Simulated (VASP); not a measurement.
# TePb (Fm-3m) in VASP: settings compared

Aim: see how the results for TePb move with the level of theory and the settings. Levels: r2SCAN, PBE. Tasks: single point.

Everything below comes from runs of VASP 6.6.1. Logs are shortened: lines on timing, memory, paths and dates and some standing lists are left out, and cuts for length are marked.

**1. The cell of the first run**

Symmetry: Fm-3m, No. 225, cubic system. The conventional cell has a = 6.375 Å, b = 6.375 Å, c = 6.375 Å, α = 90.00°, β = 90.00°, γ = 90.00°. Within 4.2 Å of Pb (site symmetry m-3m) lie 6 Te at 3.19 Å. Te (site symmetry m-3m) has 6 Pb at 3.19 Å within 4.2 Å.

**2. Single point, r2SCAN, non-collinear spin, zero start, spin-orbit coupling**

POSCAR reads:

```
TePb
1.0
    0.0000000000      3.1873324849      3.1873324849
    3.1873324849      0.0000000000      3.1873324849
    3.1873324849      3.1873324849      0.0000000000
Pb Te
1 1
Direct
    0.0000000000      0.0000000000      0.0000000000
    0.5000000000      0.5000000000      0.5000000000
```

INCAR.step1 reads:

```
SYSTEM = TePb
PREC = Accurate
ENCUT = 520
ISMEAR = -1
SIGMA = 0.05
LREAL = .False.
LASPH = .True.
NELM = 150
MAGMOM = 0 0 0 0 0 0
LSORBIT = .True.
GGA_COMPAT = .False.
NBANDS = 32
GGA = PE
ALGO = Normal
EDIFF = 1E-4
LWAVE = .True.
LCHARG = .False.
```

INCAR.step2 reads:

```
SYSTEM = TePb
PREC = Accurate
ENCUT = 520
EDIFF = 1E-6
ISMEAR = -1
SIGMA = 0.05
LREAL = .False.
LASPH = .True.
NELM = 150
ALGO = Normal
ISIF = 2
LWAVE = .False.
LCHARG = .False.
MAGMOM = 0 0 0 0 0 0
LORBIT = 11
LSORBIT = .True.
GGA_COMPAT = .False.
LORBMOM = .True.
METAGGA = R2SCAN
LMIXTAU = .True.
NBANDS = 32
ISTART = 1
```

KPOINTS reads:

```
Automatic mesh
0
Gamma
  7 7 7
  0 0 0
```

Potentials or basis: VASP PAW PBE potentials, release 64 (Pb_d, Te).

Run with:

```sh
$ cat potpaw_PBE.64/Pb_d/POTCAR potpaw_PBE.64/Te/POTCAR > POTCAR
$ cp INCAR.step1 INCAR
$ mpirun -np 1 vasp_ncl > vasp.out
$ cp INCAR.step2 INCAR
$ mpirun -np 1 vasp_ncl > vasp.out
```

OUTCAR:

```text
SYSTEM = TePb
   PREC = Accurate
   ENCUT = 520
   EDIFF = 1E-6
   ISMEAR = -1
   LREAL = .False.
   LASPH = .True.
   NELM = 150
   ISIF = 2
   LORBIT = 11
   LSORBIT = .True.
   METAGGA = R2SCAN
   ISTART = 1

 ion  position               nearest neighbor table
   1  0.000  0.000  0.000-   2 3.19   2 3.19   2 3.19   2 3.19   2 3.19   2 3.19
   2  0.500  0.500  0.500-   1 3.19   1 3.19   1 3.19   1 3.19   1 3.19   1 3.19

  LATTYP: Found a face centered cubic cell.
 ALAT       =     6.3746649698

  Lattice vectors:

 A1 = (   0.0000000000,   3.1873324849,   3.1873324849)
 A2 = (   3.1873324849,   0.0000000000,   3.1873324849)
 A3 = (   3.1873324849,   3.1873324849,   0.0000000000)

Analysis of symmetry for initial positions (statically):
=====================================================================
 Subroutine PRICEL returns:
 Original cell was already a primitive cell.

 Routine SETGRP: Setting up the symmetry group for a
 face centered cubic supercell.

 Subroutine GETGRP returns: Found 48 space group operations
[... 9 lines left out ...]

 Routine SETGRP: Setting up the symmetry group for a
 face centered cubic supercell.

 Subroutine GETGRP returns: Found 48 space group operations
 (whereof 48 operations were pure point group operations)
 out of a pool of 48 trial point group operations.

The dynamic configuration has the point symmetry O_h .

Analysis of structural, dynamic, and magnetic symmetry:
=====================================================================
 Subroutine PRICEL returns:
 Original cell was already a primitive cell.

 Routine SETGRP: Setting up the symmetry group for a
 face centered cubic supercell.

 Subroutine GETGRP returns: Found 48 space group operations
 (whereof 48 operations were pure point group operations)
 out of a pool of 48 trial point group operations.

The overall configuration has the point symmetry O_h .

 Subroutine INISYM returns: Found 48 space group operations
[... 5 lines left out ...]
                                     Primitive cell

  volume of cell :      64.7608

  direct lattice vectors                    reciprocal lattice vectors
     0.000000000  3.187332485  3.187332485    -0.156870989  0.156870989  0.156870989
     3.187332485  0.000000000  3.187332485     0.156870989 -0.156870989  0.156870989
     3.187332485  3.187332485  0.000000000     0.156870989  0.156870989 -0.156870989

  length of vectors
     4.507568828  4.507568828  4.507568828     0.271708524  0.271708524  0.271708524

  position of ions in fractional coordinates (direct lattice)
     0.000000000  0.000000000  0.000000000
     0.500000000  0.500000000  0.500000000

  ion indices of the primitive-cell ions
   primitive index   ion index
[... 852 lines left out ...]
 -----------------------------------------------------------------------------------
    total drift:                               -0.000000      0.000000      0.000000

  FREE ENERGIE OF THE ION-ELECTRON SYSTEM (eV)
  ---------------------------------------------------
  free  energy   TOTEN  =       -83.1532323612 eV

  energy  without entropy=      -83.1528153255  energy(sigma->0) =      -83.15302384

 orbital moment (x)

 # of ion     p       d       tot
 ----------------------------------------
  1        -0.000  -0.000  -0.000
  2        -0.000   0.000  -0.000
 ----------------------------------------
           -0.000  -0.000  -0.000

 orbital moment (y)

 # of ion     p       d       tot
 ----------------------------------------
  1         0.000   0.000   0.000
  2        -0.000   0.000  -0.000
 ----------------------------------------
           -0.000   0.000  -0.000

 orbital moment (z)

 # of ion     p       d       tot
 ----------------------------------------
  1         0.000  -0.000  -0.000
  2         0.000   0.000   0.000
 ----------------------------------------
            0.000  -0.000  -0.000

 Spin-Orbit-Coupling matrix elements

 Ion:    1  E_soc:     -0.8525659
 l=   1
     0.0000000    -0.0767268    -0.0767268
    -0.0767268     0.0000000    -0.0767268
    -0.0767268    -0.0767268     0.0000000
 l=   2
     0.0000000    -0.0130686     0.0000000    -0.0130686    -0.0522990
    -0.0130686     0.0000000    -0.0392242    -0.0130686    -0.0130747
     0.0000000    -0.0392242     0.0000000    -0.0392242     0.0000000
    -0.0130686    -0.0130686    -0.0392242     0.0000000    -0.0130747
    -0.0522990    -0.0130747     0.0000000    -0.0130747     0.0000000
 l=   3
     0.0000000     0.0000000     0.0000000     0.0000000     0.0000000     0.0000000     0.0000000
     0.0000000     0.0000000     0.0000000     0.0000000     0.0000000     0.0000000     0.0000000
     0.0000000     0.0000000     0.0000000     0.0000000     0.0000000     0.0000000     0.0000000
     0.0000000     0.0000000     0.0000000     0.0000000     0.0000000     0.0000000     0.0000000
     0.0000000     0.0000000     0.0000000     0.0000000     0.0000000     0.0000000     0.0000000
     0.0000000     0.0000000     0.0000000     0.0000000     0.0000000     0.0000000     0.0000000
     0.0000000     0.0000000     0.0000000     0.0000000     0.0000000     0.0000000     0.0000000

 Ion:    2  E_soc:     -0.1958092
 l=   1
     0.0000000    -0.0326693    -0.0326693
    -0.0326693     0.0000000    -0.0326693
    -0.0326693    -0.0326693     0.0000000
 l=   2
     0.0000000    -0.0000106     0.0000000    -0.0000106     0.0000450
    -0.0000106     0.0000000     0.0000338    -0.0000106     0.0000113
     0.0000000     0.0000338     0.0000000     0.0000338     0.0000000
    -0.0000106    -0.0000106     0.0000338     0.0000000     0.0000113
     0.0000450     0.0000113     0.0000000     0.0000113     0.0000000
 l=   3
     0.0000000     0.0000000     0.0000000     0.0000000     0.0000000     0.0000000     0.0000000
     0.0000000     0.0000000     0.0000000     0.0000000     0.0000000     0.0000000     0.0000000
     0.0000000     0.0000000     0.0000000     0.0000000     0.0000000     0.0000000     0.0000000
     0.0000000     0.0000000     0.0000000     0.0000000     0.0000000     0.0000000     0.0000000
     0.0000000     0.0000000     0.0000000     0.0000000     0.0000000     0.0000000     0.0000000
     0.0000000     0.0000000     0.0000000     0.0000000     0.0000000     0.0000000     0.0000000
     0.0000000     0.0000000     0.0000000     0.0000000     0.0000000     0.0000000     0.0000000

 total charge

# of ion       s       p       d       tot
------------------------------------------
    1        1.446   0.616   9.830  11.892
    2        1.380   2.051   0.022   3.453
--------------------------------------------------
tot          2.826   2.667   9.852  15.345

 magnetization (x)

# of ion       s       p       d       tot
------------------------------------------
    1        0.000   0.000   0.000   0.000
    2        0.000  -0.000   0.000   0.000
--------------------------------------------------
tot          0.000   0.000   0.000   0.000

 magnetization (y)

# of ion       s       p       d       tot
------------------------------------------
    1        0.000   0.000   0.000   0.000
    2       -0.000   0.000   0.000  -0.000
--------------------------------------------------
tot          0.000   0.000   0.000   0.000

 magnetization (z)

# of ion       s       p       d       tot
------------------------------------------
    1       -0.000   0.000   0.000  -0.000
    2        0.000  -0.000   0.000   0.000
--------------------------------------------------
tot         -0.000   0.000   0.000  -0.000
```

OUTCAR.step1:

```text
SYSTEM = TePb
   PREC = Accurate
   ENCUT = 520
   ISMEAR = -1
   LREAL = .False.
   LASPH = .True.
[... 978 lines left out ...]
     0.0000000     0.0000000     0.0000000     0.0000000     0.0000000     0.0000000     0.0000000
     0.0000000     0.0000000     0.0000000     0.0000000     0.0000000     0.0000000     0.0000000
     0.0000000     0.0000000     0.0000000     0.0000000     0.0000000     0.0000000     0.0000000
     0.0000000     0.0000000     0.0000000     0.0000000     0.0000000     0.0000000     0.0000000
     0.0000000     0.0000000     0.0000000     0.0000000     0.0000000     0.0000000     0.0000000
     0.0000000     0.0000000     0.0000000     0.0000000     0.0000000     0.0000000     0.0000000

=======================================================================

 ========================================================
```

Run time: 6.8 min. Hardware: 1 thread of AMD EPYC 9R45 (Zen 5), shared host; peak memory 0.45 GiB.

What came out:

```
Free energy                                           : -83.1532 eV
Pressure                                              : 3.5 GPa
Net moment                                            : 0.00 μB per cell
Valence electrons inside the program's atomic spheres : Pb 11.89; Te 3.45
```

Moments on the atoms (μB; x, y, z):
```
Pb  0.00 0.00 0.00
Te  0.00 0.00 0.00
```

Caveat: this odd mesh misses L, where the gap lies, so gap, dielectric constants and Born charges aren't listed; the PAW data sets were made with another functional, which shifts forces and pressure a little.

**3. Single point, PBE**

This run uses another cell than the first one, of 33.73 Å³/atom, 1.042 times its volume.

INCAR reads:

```
SYSTEM = TePb
  ALGO = Normal
  EDIFF = 1E-6
  ENCUT = 520
  GGA = PE
  ISIF = 2
  ISMEAR = 0
  LASPH = .True.
  LCHARG = .True.
  LELF = .True.
  LREAL = .False.
  LVHAR = .True.
  LWAVE = .False.
  NBANDS = 17
  NELM = 100
  PREC = Accurate
  SIGMA = 0.022
```

KPOINTS reads:

```
k-points
0
Gamma
  7 7 7
  0 0 0
```

POSCAR reads:

```
TePb
1.0
    0.0000000000      3.2310000000      3.2310000000
    3.2310000000      0.0000000000      3.2310000000
    3.2310000000      3.2310000000      0.0000000000
Pb Te
1 1
Direct
    0.0000000000      0.0000000000      0.0000000000
    0.5000000000      0.5000000000      0.5000000000
```

Potentials or basis: VASP PAW PBE potentials, release 64 (Pb_d, Te).

Run with:

```sh
$ cat potpaw_PBE.64/Pb_d/POTCAR potpaw_PBE.64/Te/POTCAR > POTCAR
$ mpirun -np 1 vasp_std > vasp.out
```

It took 19 s on 1 thread of Intel Xeon Platinum 8375C at 2.90GHz (Ice Lake), shared host; peak memory 0.21 GiB.

The run converged. Its results:

- Free energy: -7.5026 eV
- Pressure: 2.1 GPa

Levels at points of the mesh, in eV from the Fermi level:
| k point | band 7 | band 8 | band 9 | band 10 | band 11 | band 12 | band 13 | band 14 |
| --- | --- | --- | --- | --- | --- | --- | --- | --- |
| (0.00, 0.00, 0.00) | -5.65 | -1.40 | -1.40 | -1.40 | 4.03 | 4.03 | 4.03 | 5.74 |

Caveat: this odd mesh misses L, where the gap lies, so gap, dielectric constants and Born charges aren't listed; spin-orbit coupling is left out, which moves the levels of the heavy elements.
